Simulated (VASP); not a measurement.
# SrCa3 (Pm-3m) in VASP: single point with LDA

Aim: the single point of SrCa3 with LDA.

Program: VASP 6.6.1. These are calculated values, not measurements. Logs are shortened: lines on timing, memory, paths and dates and some standing lists are left out, and cuts for length are marked.

## 1. The cell of the first run

The structure is cubic, space group Pm-3m (No. 221). The conventional cell has a = 5.456 Å, b = 5.456 Å, c = 5.456 Å, α = 90.00°, β = 90.00°, γ = 90.00°. Within 5.1 Å of Sr (site symmetry m-3m) lie 12 Ca at 3.86 Å. Ca (site symmetry 4/mmm) has 4 Sr at 3.86 Å and 8 Ca at 3.86 Å within 5.1 Å.

## 2. Single point, LDA

File INCAR:

```
PREC     = Accurate       # precision mode
ENCUT    = 520            # plane-wave cutoff, eV
EDIFF    = 1E-6           # SCF threshold, eV
ISMEAR   = 0              # smearing method
SIGMA    = 0.1            # smearing width, eV
LREAL    = False          # projectors in reciprocal space
LASPH    = True           # aspherical terms in the spheres
NELM     = 80             # most SCF steps
ALGO     = Normal         # electronic algorithm
ISIF     = 2              # what is computed and relaxed
LWAVE    = False          # write WAVECAR
LCHARG   = True           # write CHGCAR
GGA      = CA             # functional
LELF     = True           # ELF
LVHAR    = True         
NBANDS   = 28             # bands
```

File KPOINTS:

```
regular mesh
0
Gamma
  4 4 4
```

File POSCAR:

```
SrCa3
1.0
    5.4556457568      0.0000000000      0.0000000000
    0.0000000000      5.4556457568      0.0000000000
    0.0000000000      0.0000000000      5.4556457568
Sr Ca
1 3
Direct
    0.0000000000      0.0000000000      0.0000000000
    0.0000000000      0.5000000000      0.5000000000
    0.5000000000      0.0000000000      0.5000000000
    0.5000000000      0.5000000000      0.0000000000
```

Potentials or basis: VASP PAW LDA potentials, release 64 (Sr_sv, Ca_sv).

On the command line:

```
cat potpaw_LDA.64/Sr_sv/POTCAR potpaw_LDA.64/Ca_sv/POTCAR > POTCAR
mpirun -np 1 vasp_std > vasp.out
```

OUTCAR:

```text
PREC = Accurate
   ENCUT = 520
   EDIFF = 1E-6
   ISMEAR = 0
   LREAL = False
   LASPH = True
   NELM = 80
   ISIF = 2
   GGA = CA

 ion  position               nearest neighbor table
   1  0.000  0.000  0.000-   2 3.86   3 3.86   4 3.86   2 3.86   3 3.86   2 3.86   4 3.86   2 3.86
                             3 3.86   4 3.86   3 3.86   4 3.86
   2  0.000  0.500  0.500-   1 3.86   1 3.86   1 3.86   1 3.86
   3  0.500  0.000  0.500-   1 3.86   1 3.86   1 3.86   1 3.86
   4  0.500  0.500  0.000-   1 3.86   1 3.86   1 3.86   1 3.86

  LATTYP: Found a simple cubic cell.
 ALAT       =     5.4556457568

  Lattice vectors:

 A1 = (   5.4556457568,   0.0000000000,   0.0000000000)
 A2 = (   0.0000000000,   5.4556457568,   0.0000000000)
 A3 = (   0.0000000000,   0.0000000000,   5.4556457568)

Analysis of symmetry for initial positions (statically):
=====================================================================
 Subroutine PRICEL returns:
 Original cell was already a primitive cell.

 Routine SETGRP: Setting up the symmetry group for a
 simple cubic supercell.

 Subroutine GETGRP returns: Found 48 space group operations
 (whereof 48 operations were pure point group operations)
 out of a pool of 48 trial point group operations.

The static configuration has the point symmetry O_h .

Analysis of symmetry for dynamics (positions and initial velocities):
=====================================================================
 Subroutine PRICEL returns:
 Original cell was already a primitive cell.

 Routine SETGRP: Setting up the symmetry group for a
 simple cubic supercell.

 Subroutine GETGRP returns: Found 48 space group operations
 (whereof 48 operations were pure point group operations)
 out of a pool of 48 trial point group operations.

The dynamic configuration has the point symmetry O_h .

 Subroutine INISYM returns: Found 48 space group operations
 (whereof 48 operations are pure point group operations),
 and found     1 'primitive' translations

----------------------------------------------------------------------------------------

                                     Primitive cell

  volume of cell :     162.3822

  direct lattice vectors                    reciprocal lattice vectors
     5.455645757  0.000000000  0.000000000     0.183296358  0.000000000  0.000000000
     0.000000000  5.455645757  0.000000000     0.000000000  0.183296358  0.000000000
     0.000000000  0.000000000  5.455645757     0.000000000  0.000000000  0.183296358

  length of vectors
     5.455645757  5.455645757  5.455645757     0.183296358  0.183296358  0.183296358

  position of ions in fractional coordinates (direct lattice)
     0.000000000  0.000000000  0.000000000
     0.000000000  0.500000000  0.500000000
     0.500000000  0.000000000  0.500000000
     0.500000000  0.500000000  0.000000000

  ion indices of the primitive-cell ions
   primitive index   ion index
                 1           1
                 2           2
                 3           3
                 4           4

----------------------------------------------------------------------------------------

 KPOINTS: regular mesh

Automatic generation of k-mesh.
 Grid dimensions read from file:
 generate k-points for:    4    4    4

 Generating k-lattice:

  Cartesian coordinates                     Fractional coordinates (reciprocal lattice)
     0.045824090  0.000000000  0.000000000     0.250000000  0.000000000  0.000000000
     0.000000000  0.045824090  0.000000000     0.000000000  0.250000000  0.000000000
     0.000000000  0.000000000  0.045824090     0.000000000  0.000000000  0.250000000

  Length of vectors
     0.045824090  0.045824090  0.045824090

  Shift w.r.t. Gamma in fractional coordinates (k-lattice)
     0.000000000  0.000000000  0.000000000

 Subroutine IBZKPT returns following result:
 ===========================================

 Found     10 irreducible k-points:

 Following reciprocal coordinates:
            Coordinates               Weight
  0.000000  0.000000  0.000000      1.000000
  0.250000  0.000000  0.000000      6.000000
  0.500000  0.000000  0.000000      3.000000
  0.250000  0.250000  0.000000     12.000000
  0.500000  0.250000  0.000000     12.000000
  0.500000  0.500000  0.000000      3.000000
  0.250000  0.250000  0.250000      8.000000
  0.500000  0.250000  0.250000     12.000000
  0.500000  0.500000  0.250000      6.000000
  0.500000  0.500000  0.500000      1.000000
   k-points           NKPTS =     10   k-points in BZ     NKDIM =     10   number of bands    NBANDS=     28
   number of dos      NEDOS =    301   number of ions     NIONS =      4
   total plane-waves  NPLWV =  74088
   dimension x,y,z NGX =    42 NGY =   42 NGZ =   42
   dimension x,y,z NGXF=    84 NGYF=   84 NGZF=   84
   ions per type =               1   3
   NGX,Y,Z   is equivalent  to a cutoff of  12.80, 12.80, 12.80 a.u.
   NGXF,Y,Z  is equivalent  to a cutoff of  25.60, 25.60, 25.60 a.u.
 SYSTEM =  unknown system
   PREC   = accura    normal or accurate (medium, high low for compatibility)
   ISTART =      0    job   : 0-new  1-cont  2-samecut
   ICHARG =      2    charge: 1-file 2-atom 10-const
   ISPIN  =      1    spin polarized calculation?
   LNONCOLLINEAR =      F non collinear calculations
   LSORBIT =      F    spin-orbit coupling
   LASPH  =      T    aspherical Exc in radial PAW
   ENCUT  =  520.0 eV  38.22 Ry    6.18 a.u.  10.14 10.14 10.14*2*pi/ulx,y,z
   NELM   =     80;   NELMIN=  2; NELMDL= -5     # of ELM steps
   EDIFF  = 0.1E-05   stopping-criterion for ELM
   LREAL  =      F    real-space projection
   EDIFFG = 0.1E-04   stopping-criterion for IOM
   NSW    =      0    number of steps for IOM
   IBRION =     -1    ionic relax: 0-MD 1-quasi-New 2-CG
   NFREE  =      0    steps in history (QN), initial steepest desc. (CG)
   ISIF   =      2    stress and relaxation
   ISYM   =      2    0-nonsym 1-usesym 2-fastsym
   POTIM  = 0.5000    time-step for ionic-motion
   TEBEG  =    0.0;   TEEND  =   0.0 temperature during run
   PSTRESS=    0.0 pullay stress
   NELECT =      40.0000    total number of electrons
   NUPDOWN=      -1.0000    fix difference up-down
   EMIN   =  10.00;   EMAX   =-10.00  energy-range for DOS
   EFERMI =   0.00;   METHOD = LEGACY
   ISMEAR =     0;   SIGMA  =   0.10  broadening in eV -4-tet -1-fermi 0-gaus
   EFERMI_NEDOS =   21; number of points for ismear=-14 and -15
   IALGO  =     38    algorithm
   IMIX   =      4    mixing-type and parameters
     AMIX     =   0.40;   BMIX     =  1.00
     AMIX_MAG =   1.60;   BMIX_MAG =  1.00
  volume/ion in A,a.u.               =      40.60       273.95
  Fermi-wavevector in a.u.,A,eV,Ry     =   1.026239  1.939311 14.329210  1.053167
  Thomas-Fermi vector in A             =   2.160122
   LORBIT       =      0    0 simple, 1 ext, 2 COOP (PROOUT), +10 PAW based schemes
   GGA     = CA    functional components
   LHFCALC =     F    Hartree Fock is set to
   AEXX    =    0.0000 exact exchange contribution
   IVDW    =     0    specifies the selected vdW correction
   LEPSILON=     F    determine dielectric tensor
   LRPA    =     F    only Hartree local field effects (RPA)
 non-spin polarized calculation
 Gauss-broadening in eV      SIGMA  =   0.10
  energy-cutoff  :      520.00
  volume of cell :      162.38
 maximum number of plane-waves:      4416
 NGX is ok and might be reduce to    42
   NGX = 21   NGY = 21   NGZ = 21

 number of electron      40.0000015 magnetization

 Free energy of the ion-electron system (eV)
  ---------------------------------------------------
  ext. energy  EPLUGINS =         0.00000000
  ---------------------------------------------------
  free energy    TOTEN  =        -8.49992339 eV

  energy without entropy =       -8.47355559  energy(sigma->0) =       -8.48673949

 E-fermi :   2.0769     XC(G=0):  -8.2105

 val. band max:        2.0522166116   @ k =   0.5000   0.0000   0.0000
 cond. band min:       2.1243446000   @ k =   0.5000   0.2500   0.2500
 fundamental gap:      0.0721279884
 Fermi energy:         2.0769469268

 k-point     1 :       0.0000    0.0000    0.0000
  band No.  band energies     occupation
      1     -39.3412      2.00000
      2     -39.3236      2.00000
      3     -39.3236      2.00000
      4     -33.7585      2.00000
      5     -20.6866      2.00000
      6     -20.6866      2.00000
[... 20 lines left out ...]
     27       4.4168      0.00000
     28       4.4168      0.00000

 k-point     2 :       0.2500    0.0000    0.0000
  band No.  band energies     occupation
      1     -39.3389      2.00000
      2     -39.3258      2.00000
      3     -39.3235      2.00000
      4     -33.7585      2.00000
      5     -20.6772      2.00000
      6     -20.6772      2.00000
[... 20 lines left out ...]
     27       4.0285      0.00000
     28       4.5833      0.00000

 k-point     3 :       0.5000    0.0000    0.0000
  band No.  band energies     occupation
      1     -39.3353      2.00000
      2     -39.3294      2.00000
      3     -39.3235      2.00000
      4     -33.7585      2.00000
      5     -20.6642      2.00000
      6     -20.6642      2.00000
[... 20 lines left out ...]
     27       4.2327      0.00000
     28       4.3609      0.00000

 k-point     4 :       0.2500    0.2500    0.0000
  band No.  band energies     occupation
      1     -39.3369      2.00000
      2     -39.3265      2.00000
      3     -39.3248      2.00000
      4     -33.7584      2.00000
      5     -20.6809      2.00000
      6     -20.6673      2.00000
[... 144 lines left out ...]
     27       4.1036      0.00000
     28       4.2084      0.00000

 k-point     9 :       0.5000    0.5000    0.2500
  band No.  band energies     occupation
      1     -39.3294      2.00000
      2     -39.3294      2.00000
      3     -39.3294      2.00000
      4     -33.7583      2.00000
      5     -20.6978      2.00000
      6     -20.6809      2.00000
[... 20 lines left out ...]
     27       4.0107      0.00000
     28       4.0917      0.00000

 k-point    10 :       0.5000    0.5000    0.5000
  band No.  band energies     occupation
      1     -39.3293      2.00000
      2     -39.3293      2.00000
      3     -39.3293      2.00000
      4     -33.7582      2.00000
      5     -20.7161      2.00000
      6     -20.6819      2.00000
[... 20 lines left out ...]
     27       4.2346      0.00000
     28       4.3179      0.00000

------------------------ aborting loop because EDIFF is reached ----------------------------------------

  FORCE on cell =-STRESS in cart. coord.  units (eV):
  Direction    XX          YY          ZZ          XY          YZ          ZX
  --------------------------------------------------------------------------------------
  -------------------------------------------------------------------------------------
  Total       -0.0304111     -0.0304111     -0.0304111     -0.0000000      0.0000000     -0.0000000
  in kB       -0.3000577     -0.3000577     -0.3000577     -0.0000000      0.0000000     -0.0000000
  external PRESSURE =      -0.3000577 kB  Pullay stress =       0.0000000 kB

 VOLUME and BASIS-vectors are now :
 -----------------------------------------------------------------------------
  energy-cutoff  :      520.00
  volume of cell :      162.38
      direct lattice vectors                 reciprocal lattice vectors
     5.455645757  0.000000000  0.000000000     0.183296358  0.000000000  0.000000000
     0.000000000  5.455645757  0.000000000     0.000000000  0.183296358  0.000000000
     0.000000000  0.000000000  5.455645757     0.000000000  0.000000000  0.183296358

 POSITION                                       TOTAL-FORCE (eV/Angst)
 -----------------------------------------------------------------------------------
      0.00000      0.00000      0.00000         0.000000      0.000000      0.000000
      0.00000      2.72782      2.72782         0.000000      0.000000      0.000000
      2.72782      0.00000      2.72782         0.000000      0.000000      0.000000
      2.72782      2.72782      0.00000         0.000000      0.000000      0.000000
 -----------------------------------------------------------------------------------
    total drift:                                0.000000     -0.000000     -0.000000

  FREE ENERGIE OF THE ION-ELECTRON SYSTEM (eV)
  ---------------------------------------------------
  free  energy   TOTEN  =        -8.4999233911 eV

  energy  without entropy=       -8.4735555923  energy(sigma->0) =       -8.48673949
```

Wall time 38 s (1 thread of Intel Xeon Platinum 8259CL at 2.50GHz (Skylake/Cascade Lake), shared host); peak memory 0.22 GiB.

What came out:

| Item | Value |
| --- | --- |
| Free energy | -8.4999 eV |
| Pressure | 0.0 GPa |
| Band gap on the k mesh | zero (band 20 reaches 2.31 eV, above the bottom of band 21 at 1.98 eV) |
